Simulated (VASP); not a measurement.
# SnO (P4/nmm) in VASP: further runs

The runs below take SnO through single point, with PBEsol, RPBE+D3(BJ), PBEsol+D3(BJ).

Program: VASP 6.6.1. These are calculated values, not measurements. Logs are shortened: lines on timing, memory, paths and dates and some standing lists are left out, and cuts for length are marked.

### 1 The cell of the first run

Symmetry: P4/nmm, No. 129, tetragonal system. The conventional cell has a = 3.612 Å, b = 3.612 Å, c = 4.124 Å, α = 90.00°, β = 90.00°, γ = 90.00°. Within 2.8 Å of Sn (site symmetry 4mm) lie 4 O at 2.15 Å. Within 2.8 Å of O (site symmetry -4m2) lie 4 Sn at 2.15 Å and 4 O at 2.55 Å.

### 2 Single point, PBEsol

File INCAR:

```
SYSTEM = SnO
PREC = Accurate
ENCUT = 1340
EDIFF = 1E-6
ISMEAR = -1
SIGMA = 0.05
LREAL = .False.
LASPH = .True.
NELM = 120
ALGO = Normal
ISIF = 2
LWAVE = .False.
LCHARG = .False.
GGA = PS
NBANDS = 28
GGA_COMPAT = .False.
```

File KPOINTS:

```
regular mesh
0
Gamma
  7 7 6
  0 0 0
```

File POSCAR:

```
SnO
1.0
    3.6118618977      0.0000000000      0.0000000000
    0.0000000000      3.6118618977      0.0000000000
    0.0000000000      0.0000000000      4.1244088180
Sn O
2 2
Direct
    0.5000000000      0.0000000000      0.7172320058
    0.0000000000      0.5000000000      0.2827679942
    0.0000000000      0.0000000000      0.0000000000
    0.5000000000      0.5000000000      0.0000000000
```

Potentials or basis: VASP PAW PBE potentials, release 64 (Sn_d, O_h).

Started as:

```sh
$ cat potpaw_PBE.64/Sn_d/POTCAR potpaw_PBE.64/O_h/POTCAR > POTCAR
$ mpirun -np 1 vasp_std > vasp.out
```

OUTCAR:

```text
SYSTEM = SnO
   PREC = Accurate
   ENCUT = 1340
   EDIFF = 1E-6
   ISMEAR = -1
   LREAL = .False.
   LASPH = .True.
   NELM = 120
   ISIF = 2
   GGA = PS

 ion  position               nearest neighbor table
   1  0.500  0.000  0.717-   3 2.15   4 2.15   4 2.15   3 2.15   2 3.12   2 3.12   2 3.12   2 3.12
                             2 3.46   2 3.46   2 3.46   2 3.46
   2  0.000  0.500  0.283-   3 2.15   4 2.15   3 2.15   4 2.15   1 3.12   1 3.12   1 3.12   1 3.12
                             1 3.46   1 3.46   1 3.46   1 3.46
   3  0.000  0.000  0.000-   1 2.15   2 2.15   2 2.15   1 2.15
   4  0.500  0.500  0.000-   1 2.15   2 2.15   1 2.15   2 2.15

  LATTYP: Found a simple tetragonal cell.
 ALAT       =     3.6118618977
 C/A-ratio  =     1.1419065664

  Lattice vectors:

 A1 = (   3.6118618977,   0.0000000000,   0.0000000000)
 A2 = (   0.0000000000,   3.6118618977,   0.0000000000)
 A3 = (   0.0000000000,   0.0000000000,   4.1244088180)

Analysis of symmetry for initial positions (statically):
=====================================================================
 Subroutine PRICEL returns:
 Original cell was already a primitive cell.

 Routine SETGRP: Setting up the symmetry group for a
 simple tetragonal supercell.

 Subroutine GETGRP returns: Found 16 space group operations
 (whereof  8 operations were pure point group operations)
 out of a pool of 16 trial point group operations.

The static configuration has the point symmetry D_2d.
 The point group associated with its full space group is D_4h.

Analysis of symmetry for dynamics (positions and initial velocities):
=====================================================================
 Subroutine PRICEL returns:
 Original cell was already a primitive cell.

 Routine SETGRP: Setting up the symmetry group for a
 simple tetragonal supercell.

 Subroutine GETGRP returns: Found 16 space group operations
 (whereof  8 operations were pure point group operations)
 out of a pool of 16 trial point group operations.

The dynamic configuration has the point symmetry D_2d.
 The point group associated with its full space group is D_4h.

 Subroutine INISYM returns: Found 16 space group operations
 (whereof  8 operations are pure point group operations),
 and found     1 'primitive' translations

----------------------------------------------------------------------------------------

                                     Primitive cell

  volume of cell :      53.8052

  direct lattice vectors                    reciprocal lattice vectors
     3.611861898  0.000000000  0.000000000     0.276865514  0.000000000  0.000000000
     0.000000000  3.611861898  0.000000000     0.000000000  0.276865514  0.000000000
     0.000000000  0.000000000  4.124408818     0.000000000  0.000000000  0.242458991

  length of vectors
     3.611861898  3.611861898  4.124408818     0.276865514  0.276865514  0.242458991

  position of ions in fractional coordinates (direct lattice)
     0.500000000  0.000000000  0.717232006
     0.000000000  0.500000000  0.282767994
     0.000000000  0.000000000  0.000000000
     0.500000000  0.500000000  0.000000000

  ion indices of the primitive-cell ions
   primitive index   ion index
                 1           1
                 2           2
                 3           3
                 4           4

----------------------------------------------------------------------------------------

 KPOINTS: regular mesh

Automatic generation of k-mesh.
 Grid dimensions read from file:
 generate k-points for:    7    7    6

 Generating k-lattice:

  Cartesian coordinates                     Fractional coordinates (reciprocal lattice)
     0.039552216  0.000000000  0.000000000     0.142857143  0.000000000  0.000000000
     0.000000000  0.039552216  0.000000000     0.000000000  0.142857143  0.000000000
     0.000000000  0.000000000  0.040409832     0.000000000  0.000000000  0.166666667

  Length of vectors
     0.039552216  0.039552216  0.040409832

  Shift w.r.t. Gamma in fractional coordinates (k-lattice)
     0.000000000  0.000000000  0.000000000

 Subroutine IBZKPT returns following result:
 ===========================================

 Found     40 irreducible k-points:

 Following reciprocal coordinates:
            Coordinates               Weight
  0.000000  0.000000  0.000000      1.000000
  0.142857  0.000000  0.000000      4.000000
  0.285714  0.000000  0.000000      4.000000
  0.428571  0.000000  0.000000      4.000000
  0.142857  0.142857  0.000000      4.000000
  0.285714  0.142857  0.000000      8.000000
[... 16 lines left out ...]
  0.285714  0.000000  0.333333      8.000000
  0.428571  0.000000  0.333333      8.000000
 [... further k-points ...]
   k-points           NKPTS =     40   k-points in BZ     NKDIM =     40   number of bands    NBANDS=     28
   number of dos      NEDOS =    301   number of ions     NIONS =      4
   total plane-waves  NPLWV = 115200
   dimension x,y,z NGX =    48 NGY =   48 NGZ =   50
   dimension x,y,z NGXF=    96 NGYF=   96 NGZF=  100
   ions per type =               2   2
   NGX,Y,Z   is equivalent  to a cutoff of  22.09, 22.09, 20.15 a.u.
   NGXF,Y,Z  is equivalent  to a cutoff of  44.19, 44.19, 40.31 a.u.
 SYSTEM =  SnO
   PREC   = accura    normal or accurate (medium, high low for compatibility)
   ISTART =      0    job   : 0-new  1-cont  2-samecut
   ICHARG =      2    charge: 1-file 2-atom 10-const
   ISPIN  =      1    spin polarized calculation?
   LNONCOLLINEAR =      F non collinear calculations
   LSORBIT =      F    spin-orbit coupling
   LASPH  =      T    aspherical Exc in radial PAW
   ENCUT  = 1340.0 eV  98.49 Ry    9.92 a.u.  10.78 10.78 12.31*2*pi/ulx,y,z
   NELM   =    120;   NELMIN=  2; NELMDL= -5     # of ELM steps
   EDIFF  = 0.1E-05   stopping-criterion for ELM
   LREAL  =      F    real-space projection
   EDIFFG = 0.1E-04   stopping-criterion for IOM
   NSW    =      0    number of steps for IOM
   IBRION =     -1    ionic relax: 0-MD 1-quasi-New 2-CG
   NFREE  =      0    steps in history (QN), initial steepest desc. (CG)
   ISIF   =      2    stress and relaxation
   ISYM   =      2    0-nonsym 1-usesym 2-fastsym
   POTIM  = 0.5000    time-step for ionic-motion
   TEBEG  =    0.0;   TEEND  =   0.0 temperature during run
   PSTRESS=    0.0 pullay stress
   NELECT =      40.0000    total number of electrons
   NUPDOWN=      -1.0000    fix difference up-down
   EMIN   =  10.00;   EMAX   =-10.00  energy-range for DOS
   EFERMI =   0.00;   METHOD = LEGACY
   ISMEAR =    -1;   SIGMA  =   0.05  broadening in eV -4-tet -1-fermi 0-gaus
   EFERMI_NEDOS =   21; number of points for ismear=-14 and -15
   IALGO  =     38    algorithm
   IMIX   =      4    mixing-type and parameters
     AMIX     =   0.40;   BMIX     =  1.00
     AMIX_MAG =   1.60;   BMIX_MAG =  1.00
  volume/ion in A,a.u.               =      13.45        90.77
  Fermi-wavevector in a.u.,A,eV,Ry     =   1.483042  2.802543 29.924845  2.199414
  Thomas-Fermi vector in A             =   2.596753
   LORBIT       =      0    0 simple, 1 ext, 2 COOP (PROOUT), +10 PAW based schemes
   GGA     = PS    functional components
   LHFCALC =     F    Hartree Fock is set to
   AEXX    =    0.0000 exact exchange contribution
   IVDW    =     0    specifies the selected vdW correction
   LEPSILON=     F    determine dielectric tensor
   LRPA    =     F    only Hartree local field effects (RPA)
 non-spin polarized calculation
  energy-cutoff  :     1340.00
  volume of cell :       53.81
 maximum number of plane-waves:      6024
 NGX is ok and might be reduce to    48
   NGX = 21   NGY = 21   NGZ = 25

 number of electron      40.0000002 magnetization

 Free energy of the ion-electron system (eV)
  ---------------------------------------------------
  ext. energy  EPLUGINS =         0.00000000
  ---------------------------------------------------
  free energy    TOTEN  =       -23.53816896 eV

  energy without entropy =      -23.53279582  energy(sigma->0) =      -23.53548239

 E-fermi :  10.9259     XC(G=0): -12.0107

 val. band max:       10.8308652934   @ k =   0.4286   0.4286   0.0000
 cond. band min:      10.9661031469   @ k =   0.0000   0.0000   0.3333
 fundamental gap:      0.1352378535
 Fermi energy:        10.9258636455

 k-point     1 :       0.0000    0.0000    0.0000
  band No.  band energies     occupation
      1     -11.6893      2.00000
      2     -11.0690      2.00000
      3     -11.0690      2.00000
      4     -11.0041      2.00000
      5     -10.9751      2.00000
      6     -10.9580      2.00000
[... 20 lines left out ...]
     27      18.1212      0.00000
     28      18.1212      0.00000

 k-point     2 :       0.1429    0.0000    0.0000
  band No.  band energies     occupation
      1     -11.6701      2.00000
      2     -11.0744      2.00000
      3     -11.0704      2.00000
      4     -11.0554      2.00000
      5     -10.9791      2.00000
      6     -10.9739      2.00000
[... 20 lines left out ...]
     27      18.1659      0.00000
     28      19.2561      0.00000

 k-point     3 :       0.2857    0.0000    0.0000
  band No.  band energies     occupation
      1     -11.6226      2.00000
      2     -11.2986      2.00000
      3     -11.0683      2.00000
      4     -11.0191      2.00000
      5     -10.9683      2.00000
      6     -10.9538      2.00000
[... 20 lines left out ...]
     27      18.7887      0.00000
     28      21.1338      0.00000

 k-point     4 :       0.4286    0.0000    0.0000
  band No.  band energies     occupation
      1     -11.5562      2.00000
      2     -11.4562      2.00000
      3     -11.0354      2.00000
      4     -10.9885      2.00000
      5     -10.9759      2.00000
      6     -10.9596      2.00000
[... 578 lines left out ...]
     27      20.1681      0.00000
     28      20.7260      0.00000

 k-point    23 :       0.2857    0.0000    0.3333
  band No.  band energies     occupation
      1     -11.6075      2.00000
      2     -11.4289      2.00000
      3     -11.0636      2.00000
      4     -10.9922      2.00000
      5     -10.9883      2.00000
      6     -10.9334      2.00000
[... 20 lines left out ...]
     27      20.7243      0.00000
     28      21.4393      0.00000

 k-point    24 :       0.4286    0.0000    0.3333
  band No.  band energies     occupation
      1     -11.6094      2.00000
      2     -11.5613      2.00000
      3     -11.0684      2.00000
      4     -11.0425      2.00000
      5     -10.9536      2.00000
      6     -10.9332      2.00000
[... 20 lines left out ...]
     27      20.8777      0.00000
     28      21.4591      0.00000

 [... further k-points ...]

------------------------ aborting loop because EDIFF is reached ----------------------------------------

  FORCE on cell =-STRESS in cart. coord.  units (eV):
  Direction    XX          YY          ZZ          XY          YZ          ZX
  --------------------------------------------------------------------------------------
  -------------------------------------------------------------------------------------
  Total        6.8401744      6.8401744      6.8740337      0.0000000      0.0000000      0.0000000
  in kB      203.6825285    203.6825285    204.6907706      0.0000000      0.0000000      0.0000000
  external PRESSURE =     204.0186092 kB  Pullay stress =       0.0000000 kB

 VOLUME and BASIS-vectors are now :
 -----------------------------------------------------------------------------
  energy-cutoff  :     1340.00
  volume of cell :       53.81
      direct lattice vectors                 reciprocal lattice vectors
     3.611861898  0.000000000  0.000000000     0.276865514  0.000000000  0.000000000
     0.000000000  3.611861898  0.000000000     0.000000000  0.276865514  0.000000000
     0.000000000  0.000000000  4.124408818     0.000000000  0.000000000  0.242458991

 POSITION                                       TOTAL-FORCE (eV/Angst)
 -----------------------------------------------------------------------------------
      1.80593      0.00000      2.95816         0.000000     -0.000000     -0.092168
      0.00000      1.80593      1.16625        -0.000000     -0.000000      0.092168
      0.00000      0.00000      0.00000         0.000000      0.000000      0.000000
      1.80593      1.80593      0.00000         0.000000     -0.000000      0.000000
 -----------------------------------------------------------------------------------
    total drift:                                0.000000      0.000000      0.000000

  FREE ENERGIE OF THE ION-ELECTRON SYSTEM (eV)
  ---------------------------------------------------
  free  energy   TOTEN  =       -23.5381689620 eV

  energy  without entropy=      -23.5327958203  energy(sigma->0) =      -23.53548239
```

Run time: 3.1 min. Hardware: 1 thread of Intel Xeon Platinum 8259CL at 2.50GHz (Skylake/Cascade Lake), shared host; peak memory 0.45 GiB.

What came out:

```
Free energy            : -23.5382 eV
Pressure               : 20.4 GPa
Largest force          : 0.092 eV/Å
Band gap on the k mesh : zero (bands 20 and 21 overlap by 1.38 eV)
```

Forces on the atoms (eV/Å):
```
Sn   0.000  0.000 -0.092
Sn   0.000  0.000  0.092
O    0.000  0.000  0.000
O    0.000  0.000  0.000
```

Levels at points of the mesh, in eV from the Fermi level:
```tsv
k point	band 16	band 17	band 18	band 19	band 20	band 21	band 22	band 23	band 24	band 25
(0.00, 0.00, 0.00)	-7.41	-4.13	-3.58	-3.58	0.26	3.57	3.90	3.90	6.26	6.55
(0.00, 0.00, 0.50)	-4.33	-3.59	-3.59	-2.58	-1.10	1.55	1.55	1.98	3.14	7.71
```

Caveat: the cell stands under pressure; the PAW data sets were made with another functional, which shifts forces and pressure a little; spin-orbit coupling is left out, which moves the levels of the heavy elements.

### 3 Single point, RPBE+D3(BJ)

This run uses another cell than the first one, of 14.07 Å³/atom.

File INCAR:

```
SYSTEM = SnO
PREC = Accurate ; ENCUT = 520
EDIFF = 1E-7 ; ISMEAR = -1
SIGMA = 0.05 ; LREAL = .False.
LASPH = .True. ; NELM = 60
ALGO = Normal ; ISIF = 2
LWAVE = .False. ; LCHARG = .False.
GGA = RP ; IVDW = 12
NBANDS = 28
```

File KPOINTS:

```
Automatic mesh
0
Gamma
  7 7 6
  0 0 0
```

File POSCAR:

```
SnO
1.0
    3.6659433604      0.0000000000      0.0000000000
    0.0000000000      3.6659433604      0.0000000000
    0.0000000000      0.0000000000      4.1869614853
Sn O
2 2
Direct
    0.5000000000      0.0000000000      0.7188702973
    0.0000000000      0.5000000000      0.2811297027
    0.0000000000      0.0000000000      0.0000000000
    0.5000000000      0.5000000000      0.0000000000
```

Potentials or basis: VASP PAW PBE potentials, release 64 (Sn_d, O).

Started as:

```sh
$ cat potpaw_PBE.64/Sn_d/POTCAR potpaw_PBE.64/O/POTCAR > POTCAR
$ mpirun -np 1 vasp_std > vasp.out
```

Wall time 2.1 min (1 thread of Intel Xeon 8259CL, shared host); peak memory 0.2 GiB.

The run converged. Its results:

| Item | Value |
| --- | --- |
| Free energy | -25.7631 eV |
| Pressure | 0.4 GPa |
| Largest force | 0.099 eV/Å |
| Band gap on the k mesh | zero (bands 20 and 21 overlap by 1.22 eV) |
| Dispersion energy per atom | -1.391 eV |

Forces on the atoms (eV/Å):
```
Sn   0.000  0.000 -0.099
Sn   0.000  0.000  0.099
O    0.000  0.000  0.000
O    0.000  0.000  0.000
```

Stress tensor (GPa, compression positive):
```
0.36 0.00 0.00
0.00 0.36 0.00
0.00 0.00 0.43
```

Levels at points of the mesh, in eV from the Fermi level:
| k point | band 17 | band 18 | band 19 | band 20 | band 21 | band 22 | band 23 | band 24 |
| --- | --- | --- | --- | --- | --- | --- | --- | --- |
| (0.00, 0.00, 0.00) | -3.90 | -3.39 | -3.39 | 0.28 | 3.49 | 3.88 | 3.88 | 6.36 |
| (0.00, 0.00, 0.50) | -3.40 | -3.40 | -2.43 | -1.33 | 1.71 | 1.71 | 2.21 | 3.17 |

Caveat: the dispersion term is far too large for a dense solid, which distorts pressure and volume; the PAW data sets were made with another functional, which shifts forces and pressure a little; spin-orbit coupling is left out, which moves the levels of the heavy elements.

### 4 Single point, PBEsol+D3(BJ)

This run uses another cell than the first one, of 16.20 Å³/atom.

File INCAR:

```
PREC = Accurate ; ENCUT = 520
EDIFF = 1E-6 ; ISMEAR = -1
SIGMA = 0.05 ; LREAL = False
LASPH = True ; NELM = 100
ALGO = Normal ; ISIF = 2
LWAVE = False ; LCHARG = False
GGA = PS ; IVDW = 12
NBANDS = 28
```

File KPOINTS:

```
regular mesh
0
Gamma
  7 7 6
```

File POSCAR:

```
SnO
1.0
    3.7703602287      0.0000000000      0.0000000000
    0.0000000000      3.7703602287      0.0000000000
    0.0000000000      0.0000000000      4.5596030242
Sn O
2 2
Direct
    0.5000000000      0.0000000000      0.7465851261
    0.0000000000      0.5000000000      0.2534148739
    0.0000000000      0.0000000000      0.0000000000
    0.5000000000      0.5000000000      0.0000000000
```

Started as:

```sh
$ cat potpaw_PBE.64/Sn_d/POTCAR potpaw_PBE.64/O/POTCAR > POTCAR
$ mpirun -np 1 vasp_std > vasp.out
```

Run time: 1.8 min. Hardware: 1 thread of Intel Xeon 8259CL, shared host; peak memory 0.22 GiB.

The run converged. Its results:

```
Free energy                : -25.1206 eV
Pressure                   : 0.3 GPa
Largest force              : 0.088 eV/Å
Band gap on the k mesh     : zero (bands 20 and 21 overlap by 0.20 eV)
Dispersion energy per atom : -0.234 eV
```

Forces in eV/Å, atoms in the order of the input:
```
Sn   0.000  0.000 -0.088
Sn   0.000  0.000  0.088
O    0.000  0.000  0.000
O    0.000  0.000  0.000
```

Levels at points of the mesh, in eV from the Fermi level:
| k point | band 17 | band 18 | band 19 | band 20 | band 21 | band 22 | band 23 | band 24 |
| --- | --- | --- | --- | --- | --- | --- | --- | --- |
| (0.00, 0.00, 0.00) | -3.63 | -3.28 | -3.28 | 0.02 | 2.40 | 4.33 | 4.33 | 5.08 |
| (0.00, 0.00, 0.50) | -3.30 | -3.30 | -2.61 | -2.28 | 1.65 | 2.44 | 2.44 | 3.42 |

Caveat: semilocal functionals underestimate gaps, and a narrow one can read as zero; the PAW data sets were made with another functional, which shifts forces and pressure a little; spin-orbit coupling is left out, which moves the levels of the heavy elements.

### 5 The runs side by side

| level | potentials or basis | cell | cutoff (eV) | gap on the mesh (eV) | pressure (GPa) | largest force (eV/Å) |
| --- | --- | --- | --- | --- | --- | --- |
| PBEsol | VASP PAW PBE potentials, release 64 (Sn_d, O_h) | a = 3.612, b = 3.612, c = 4.124 Å, 4 atoms, atomic positions A | 1340 | none | 20.4 | 0.09 |
| RPBE+D3(BJ) | VASP PAW PBE potentials, release 64 (Sn_d, O) | a = 3.666, b = 3.666, c = 4.187 Å, 4 atoms, atomic positions B | 520 | none | 0.4 | 0.10 |
| PBEsol+D3(BJ) | VASP PAW PBE potentials, release 64 (Sn_d, O) | a = 3.770, b = 3.770, c = 4.560 Å, 4 atoms, atomic positions C | 520 | none | 0.3 | 0.09 |

Alike in all rows: task single point; no spin polarisation; k mesh 7 × 7 × 6; smearing fermi-dirac 0.05 eV.

Caveats: the PAW data sets were made with another functional, which shifts forces and pressure a little; spin-orbit coupling is left out, which moves the levels of the heavy elements; the cell stands under pressure (at least some runs); the dispersion term is far too large for a dense solid, which distorts pressure and volume (at least some runs); semilocal functionals underestimate gaps, and a narrow one can read as zero (at least some runs).

Absolute energies hang on the potentials; compare differences alone.

The gap in the log of VASP goes by the Fermi energy; the results here count the filled bands.